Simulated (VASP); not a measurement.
# C (Fd-3m) in VASP: a series of runs

C is run at these levels: PBE, LDA; tasks: single point.

All numbers are computed with VASP 6.6.1; they aren't measurements. Logs are shortened: lines on timing, memory, paths and dates and some standing lists are left out, and cuts for length are marked.

**1. The cell of the first run**

The structure is cubic, space group Fd-3m (No. 227). The conventional cell has a = 3.572 Å, b = 3.572 Å, c = 3.572 Å, α = 90.00°, β = 90.00°, γ = 90.00°. C (site symmetry -43m) has 4 C at 1.55 Å within 2.1 Å.

**2. Single point, PBE**

Input file INCAR:

```
  PREC = Accurate
  ENCUT = 600
  EDIFF = 1E-6
  ISMEAR = -1
  SIGMA = 0.01
  LREAL = Auto
  LASPH = True
  NELM = 120
  ALGO = Normal
  ISIF = 2
  LWAVE = False
  LCHARG = True
  GGA = PE
  LELF = True
  LVHAR = True
  NBANDS = 86
  GGA_COMPAT = False
```

Input file KPOINTS:

```
regular mesh
0
Gamma
  1 1 1
```

Input file POSCAR:

```
C
1.0
   -3.5715719900      3.5715719900      3.5715719900
    3.5715719900     -3.5715719900      3.5715719900
    3.5715719900      3.5715719900     -3.5715719900
C
32
Direct
    0.0000000000      0.0000000000      0.0000000000
    0.0000000000      0.2500000000      0.7500000000
    0.0000000000      0.5000000000      0.5000000000
    0.0000000000      0.7500000000      0.2500000000
    0.2500000000      0.0000000000      0.7500000000
    0.2500000000      0.2500000000      0.5000000000
    0.2500000000      0.5000000000      0.2500000000
    0.2500000000      0.7500000000      0.0000000000
    0.5000000000      0.0000000000      0.5000000000
    0.5000000000      0.2500000000      0.2500000000
    0.5000000000      0.5000000000      0.0000000000
    0.5000000000      0.7500000000      0.7500000000
    0.7500000000      0.0000000000      0.2500000000
    0.7500000000      0.2500000000      0.0000000000
    0.7500000000      0.5000000000      0.7500000000
    0.7500000000      0.7500000000      0.5000000000
    0.0000000000      0.0000000000      0.7500000000
    0.0000000000      0.2500000000      0.5000000000
    0.0000000000      0.5000000000      0.2500000000
    0.0000000000      0.7500000000      0.0000000000
    0.2500000000      0.0000000000      0.5000000000
    0.2500000000      0.2500000000      0.2500000000
    0.2500000000      0.5000000000      0.0000000000
    0.2500000000      0.7500000000      0.7500000000
    0.5000000000      0.0000000000      0.2500000000
    0.5000000000      0.2500000000      0.0000000000
    0.5000000000      0.5000000000      0.7500000000
    0.5000000000      0.7500000000      0.5000000000
    0.7500000000      0.0000000000      0.0000000000
    0.7500000000      0.2500000000      0.7500000000
    0.7500000000      0.5000000000      0.5000000000
    0.7500000000      0.7500000000      0.2500000000
```

Potentials or basis: VASP PAW PBE potentials, release 64 (C).

On the command line:

```
> cat potpaw_PBE.64/C/POTCAR > POTCAR
> mpirun -np 1 vasp_gam > vasp.out
```

OUTCAR:

```text
PREC = Accurate
   ENCUT = 600
   EDIFF = 1E-6
   ISMEAR = -1
   LREAL = Auto
   LASPH = True
   NELM = 120
   ISIF = 2
   GGA = PE

 ion  position               nearest neighbor table
   1  0.000  0.000  0.000-  17 1.55  20 1.55  22 1.55  29 1.55
   2  0.000  0.250  0.750-  17 1.55  18 1.55  23 1.55  30 1.55
   3  0.000  0.500  0.500-  18 1.55  19 1.55  24 1.55  31 1.55
   4  0.000  0.750  0.250-  19 1.55  20 1.55  21 1.55  32 1.55
   5  0.250  0.000  0.750-  17 1.55  21 1.55  24 1.55  26 1.55
   6  0.250  0.250  0.500-  18 1.55  21 1.55  22 1.55  27 1.55
[... 24 lines left out ...]
  31  0.750  0.500  0.500-   3 1.55  10 1.55  15 1.55  16 1.55
  32  0.750  0.750  0.250-   4 1.55  11 1.55  13 1.55  16 1.55

  LATTYP: Found a body centered cubic cell.
 ALAT       =     7.1431439800

  Lattice vectors:

 A1 = (  -3.5715719900,   3.5715719900,   3.5715719900)
 A2 = (   3.5715719900,  -3.5715719900,   3.5715719900)
 A3 = (   3.5715719900,   3.5715719900,  -3.5715719900)

Analysis of symmetry for initial positions (statically):
=====================================================================
 Subroutine PRICEL returns following result:

  LATTYP: Found a face centered cubic cell.
 ALAT       =     3.5715719900

  Lattice vectors:

 A1 = (   1.7857859950,  -1.7857859950,   0.0000000000)
 A2 = (   0.0000000000,  -1.7857859950,  -1.7857859950)
 A3 = (   1.7857859950,   0.0000000000,  -1.7857859950)

  16 primitive cells build up your supercell.

 Routine SETGRP: Setting up the symmetry group for a
 body centered cubic supercell.

 Subroutine GETGRP returns: Found 48 space group operations
 (whereof 24 operations were pure point group operations)
 out of a pool of 48 trial point group operations.

The static configuration has the point symmetry T_d .
 The point group associated with its full space group is O_h .

Analysis of symmetry for dynamics (positions and initial velocities):
=====================================================================
 Subroutine PRICEL returns following result:

  LATTYP: Found a face centered cubic cell.
 ALAT       =     3.5715719900

  Lattice vectors:

 A1 = (   1.7857859950,  -1.7857859950,   0.0000000000)
 A2 = (   0.0000000000,  -1.7857859950,  -1.7857859950)
 A3 = (   1.7857859950,   0.0000000000,  -1.7857859950)

  16 primitive cells build up your supercell.

 Routine SETGRP: Setting up the symmetry group for a
 body centered cubic supercell.

 Subroutine GETGRP returns: Found 48 space group operations
 (whereof 24 operations were pure point group operations)
 out of a pool of 48 trial point group operations.

The dynamic configuration has the point symmetry T_d .
 The point group associated with its full space group is O_h .

 Subroutine INISYM returns: Found 48 space group operations
 (whereof 24 operations are pure point group operations),
 and found    16 'primitive' translations

----------------------------------------------------------------------------------------

                                     Primitive cell

  volume of cell :      11.3899

  direct lattice vectors                    reciprocal lattice vectors
     1.785785995 -1.785785995  0.000000000     0.279988756 -0.279988756  0.279988756
     0.000000000 -1.785785995 -1.785785995    -0.279988756 -0.279988756 -0.279988756
     1.785785995  0.000000000 -1.785785995     0.279988756  0.279988756 -0.279988756

  length of vectors
     2.525482774  2.525482774  2.525482774     0.484954752  0.484954752  0.484954752

  position of ions in fractional coordinates (direct lattice)
     0.000000000  0.000000000  0.000000000
     0.250000000  0.250000000  0.250000000

  ion indices of the primitive-cell ions
   primitive index   ion index
                 1           1
                 2          17

----------------------------------------------------------------------------------------

 KPOINTS: regular mesh

Automatic generation of k-mesh.
 Grid dimensions read from file:
 generate k-points for:    1    1    1

 Generating k-lattice:

  Cartesian coordinates                     Fractional coordinates (reciprocal lattice)
     0.000000000  0.139994378  0.139994378     1.000000000  0.000000000  0.000000000
     0.139994378  0.000000000  0.139994378     0.000000000  1.000000000  0.000000000
     0.139994378  0.139994378  0.000000000     0.000000000  0.000000000  1.000000000

  Length of vectors
     0.197981948  0.197981948  0.197981948

  Shift w.r.t. Gamma in fractional coordinates (k-lattice)
     0.000000000  0.000000000  0.000000000

 Subroutine IBZKPT returns following result:
 ===========================================

 Found      1 irreducible k-points:

 Following reciprocal coordinates:
            Coordinates               Weight
  0.000000  0.000000  0.000000      1.000000
   k-points           NKPTS =      1   k-points in BZ     NKDIM =      1   number of bands    NBANDS=     86
   number of dos      NEDOS =    301   number of ions     NIONS =     32
   total plane-waves  NPLWV = 125000
   dimension x,y,z NGX =    50 NGY =   50 NGZ =   50
   dimension x,y,z NGXF=   100 NGYF=  100 NGZF=  100
   ions per type =              32
   NGX,Y,Z   is equivalent  to a cutoff of  13.44, 13.44, 13.44 a.u.
   NGXF,Y,Z  is equivalent  to a cutoff of  26.87, 26.87, 26.87 a.u.
 SYSTEM =  unknown system
   PREC   = accura    normal or accurate (medium, high low for compatibility)
   ISTART =      0    job   : 0-new  1-cont  2-samecut
   ICHARG =      2    charge: 1-file 2-atom 10-const
   ISPIN  =      1    spin polarized calculation?
   LNONCOLLINEAR =      F non collinear calculations
   LSORBIT =      F    spin-orbit coupling
   LASPH  =      T    aspherical Exc in radial PAW
   ENCUT  =  600.0 eV  44.10 Ry    6.64 a.u.  12.36 12.36 12.36*2*pi/ulx,y,z
   NELM   =    120;   NELMIN=  2; NELMDL= -5     # of ELM steps
   EDIFF  = 0.1E-05   stopping-criterion for ELM
   LREAL  =      T    real-space projection
   EDIFFG = 0.1E-04   stopping-criterion for IOM
   NSW    =      0    number of steps for IOM
   IBRION =     -1    ionic relax: 0-MD 1-quasi-New 2-CG
   NFREE  =      0    steps in history (QN), initial steepest desc. (CG)
   ISIF   =      2    stress and relaxation
   ISYM   =      2    0-nonsym 1-usesym 2-fastsym
   POTIM  = 0.5000    time-step for ionic-motion
   TEBEG  =    0.0;   TEEND  =   0.0 temperature during run
   PSTRESS=    0.0 pullay stress
   NELECT =     128.0000    total number of electrons
   NUPDOWN=      -1.0000    fix difference up-down
   EMIN   =  10.00;   EMAX   =-10.00  energy-range for DOS
   EFERMI =   0.00;   METHOD = LEGACY
   ISMEAR =    -1;   SIGMA  =   0.01  broadening in eV -4-tet -1-fermi 0-gaus
   EFERMI_NEDOS =   21; number of points for ismear=-14 and -15
   IALGO  =     38    algorithm
   IMIX   =      4    mixing-type and parameters
     AMIX     =   0.40;   BMIX     =  1.00
     AMIX_MAG =   1.60;   BMIX_MAG =  1.00
  volume/ion in A,a.u.               =       5.69        38.43
  Fermi-wavevector in a.u.,A,eV,Ry     =   1.455231  2.749989 28.813040  2.117699
  Thomas-Fermi vector in A             =   2.572290
   LORBIT       =      0    0 simple, 1 ext, 2 COOP (PROOUT), +10 PAW based schemes
   GGA     = PE    functional components
   LHFCALC =     F    Hartree Fock is set to
   AEXX    =    0.0000 exact exchange contribution
   IVDW    =     0    specifies the selected vdW correction
   LEPSILON=     F    determine dielectric tensor
   LRPA    =     F    only Hartree local field effects (RPA)
 non-spin polarized calculation
  energy-cutoff  :      600.00
  volume of cell :      182.24
 maximum number of plane-waves:      3026
 NGX is ok and might be reduce to    50

 number of electron     127.9999971 magnetization

 Free energy of the ion-electron system (eV)
  ---------------------------------------------------
  ext. energy  EPLUGINS =         0.00000000
  ---------------------------------------------------
  free energy    TOTEN  =      -285.96988730 eV

  energy without entropy =     -285.96988730  energy(sigma->0) =     -285.96988730

 E-fermi :   9.9980     XC(G=0): -13.2079

 val. band max:        9.7331981753   @ k =   0.0000   0.0000   0.0000
 cond. band min:      14.4499799104   @ k =   0.0000   0.0000   0.0000
 fundamental gap:      4.7167817351
 Fermi energy:         9.9979668102

 k-point     1 :       0.0000    0.0000    0.0000
  band No.  band energies     occupation
      1     -11.7146      2.00000
      2      -7.2569      2.00000
      3      -7.2569      2.00000
      4      -7.2569      2.00000
      5      -7.2569      2.00000
      6      -7.2569      2.00000
[... 68 lines left out ...]
     75      17.6193      0.00000
     76      17.6193      0.00000
 [bands above 76 left out]

------------------------ aborting loop because EDIFF is reached ----------------------------------------

  FORCE on cell =-STRESS in cart. coord.  units (eV):
  Direction    XX          YY          ZZ          XY          YZ          ZX
  --------------------------------------------------------------------------------------
  -------------------------------------------------------------------------------------
  Total        4.4865139      4.4865139      4.4865139      0.0000000     -0.0000000      0.0000000
  in kB       39.4440391     39.4440391     39.4440391      0.0000000     -0.0000000      0.0000000
  external PRESSURE =      39.4440391 kB  Pullay stress =       0.0000000 kB

 VOLUME and BASIS-vectors are now :
 -----------------------------------------------------------------------------
  energy-cutoff  :      600.00
  volume of cell :      182.24
      direct lattice vectors                 reciprocal lattice vectors
    -3.571571990  3.571571990  3.571571990     0.000000000  0.139994378  0.139994378
     3.571571990 -3.571571990  3.571571990     0.139994378  0.000000000  0.139994378
     3.571571990  3.571571990 -3.571571990     0.139994378  0.139994378  0.000000000

 POSITION                                       TOTAL-FORCE (eV/Angst)
 -----------------------------------------------------------------------------------
      0.00000      0.00000      0.00000        -0.000000     -0.000000     -0.000000
      3.57157      1.78579     -1.78579        -0.000000     -0.000000     -0.000000
      3.57157      0.00000      0.00000        -0.000000     -0.000000     -0.000000
      3.57157     -1.78579      1.78579        -0.000000     -0.000000     -0.000000
      1.78579      3.57157     -1.78579        -0.000000     -0.000000     -0.000000
      1.78579      1.78579      0.00000        -0.000000     -0.000000     -0.000000
[... 24 lines left out ...]
      0.89289      2.67868      2.67868         0.000000      0.000000      0.000000
      0.89289      0.89289      4.46446         0.000000      0.000000      0.000000
 -----------------------------------------------------------------------------------
    total drift:                               -0.000000      0.000000     -0.000000

  FREE ENERGIE OF THE ION-ELECTRON SYSTEM (eV)
  ---------------------------------------------------
  free  energy   TOTEN  =      -285.9698872963 eV

  energy  without entropy=     -285.9698872963  energy(sigma->0) =     -285.96988730
```

Wall time 22 s (1 thread of Intel Xeon 6975P-C (Granite Rapids), shared host); peak memory 0.31 GiB.

What came out:

- Free energy: -285.9699 eV
- Pressure: 3.9 GPa
- Band gap on the k mesh: 4.72 eV

Levels at points of the mesh, in eV from the valence-band top:
```tsv
k point	band 62	band 63	band 64	band 65	band 66	band 67
(0.00, 0.00, 0.00)	0.00	0.00	0.00	4.72	4.72	4.72
```

Caveat: the k points lie up to 1.24 Å⁻¹ apart. A k mesh can miss the band edges.

**3. Single point, PBE**

This run uses another cell than the first one: it holds 2 atoms, not 32.

Input file INCAR:

```
ALGO = Normal
EDIFF = 1E-6
ENCUT = 600
GGA = PE
GGA_COMPAT = F
ISIF = 2
ISMEAR = -1
LASPH = T
LCHARG = F
LREAL = F
LWAVE = F
NBANDS = 11
NELM = 120
PREC = Accurate
SIGMA = 0.01
```

Input file KPOINTS:

```
k-points
0
Gamma
  13 13 13
```

Input file POSCAR:

```
C
1.0
    0.0000000000      1.7857859974      1.7857859974
    1.7857859974      0.0000000000      1.7857859974
    1.7857859974      1.7857859974      0.0000000000
C
2
Direct
    0.0000000000      0.0000000000      0.0000000000
    0.2500000000      0.2500000000      0.2500000000
```

Potentials or basis: VASP PAW PBE potentials, release 64 (C).

On the command line:

```
> cat potpaw_PBE.64/C/POTCAR > POTCAR
> mpirun -np 1 vasp_std > vasp.out
```

Wall time 5.2 s (1 thread of Intel Xeon 6975P-C (Granite Rapids), shared host); peak memory 0.12 GiB.

The run converged. Its results:

| Quantity | Value |
| --- | --- |
| Free energy | -18.1905 eV |
| Pressure | 0.0 GPa |
| Band gap on the k mesh | 4.13 eV, indirect (least direct gap 5.58 eV) |

Levels at points of the mesh, in eV from the valence-band top:
```
           k point  band 1  band 2  band 3  band 4  band 5  band 6  band 7  band 8  band 9
(0.00, 0.00, 0.00)  -21.42    0.00    0.00    0.00    5.58    5.58    5.58   13.24   19.24
```

A k mesh can miss the band edges. Expect the measured gap to be larger: semilocal functionals such as PBE lack the derivative discontinuity.

**4. Single point, PBE**

This run uses another cell than the first one: it holds 2 atoms, not 32.

Input file INCAR:

```
PREC     = Accurate       # precision mode
ENCUT    = 600            # plane-wave cutoff, eV
EDIFF    = 1E-6           # SCF threshold, eV
ISMEAR   = 0              # smearing method
SIGMA    = 0.01           # smearing width, eV
LREAL    = False          # projectors in reciprocal space
LASPH    = True           # aspherical terms in the spheres
NELM     = 120            # most SCF steps
ALGO     = Normal         # electronic algorithm
ISIF     = 2              # what is computed and relaxed
LWAVE    = False          # write WAVECAR
LCHARG   = False          # write CHGCAR
GGA      = PE             # functional
NBANDS   = 11             # bands
GGA_COMPAT= False
```

Input file KPOINTS:

```
Automatic mesh
0
Gamma
  13 13 13
```

Edit POSCAR of step 3 so:

```diff
@@ -9,2 +9,2 @@
     0.0000000000      0.0000000000      0.0000000000
-    0.2500000000      0.2500000000      0.2500000000
+    0.2499999997      0.2499999997      0.2499999997
```

On the command line:

```
> cat potpaw_PBE.64/C/POTCAR > POTCAR
> mpirun -np 1 vasp_std > vasp.out
```

Run time: 4.3 s. Hardware: 1 thread of Intel Xeon 6975P-C (Granite Rapids), shared host; peak memory 0.12 GiB.

The run converged. Its results:

| Item | Value |
| --- | --- |
| Free energy | -18.1905 eV |
| Pressure | 0.0 GPa |
| Band gap on the k mesh | 4.13 eV, indirect (least direct gap 5.58 eV) |

Levels at points of the mesh, in eV from the valence-band top:
| k point | band 1 | band 2 | band 3 | band 4 | band 5 | band 6 | band 7 | band 8 |
| --- | --- | --- | --- | --- | --- | --- | --- | --- |
| (0.00, 0.00, 0.00) | -21.42 | 0.00 | 0.00 | 0.00 | 5.58 | 5.58 | 5.58 | 13.24 |

A k mesh can miss the band edges. PBE gaps usually lie below the measured ones, often by a third to a half.

[end of part 1 of 2]
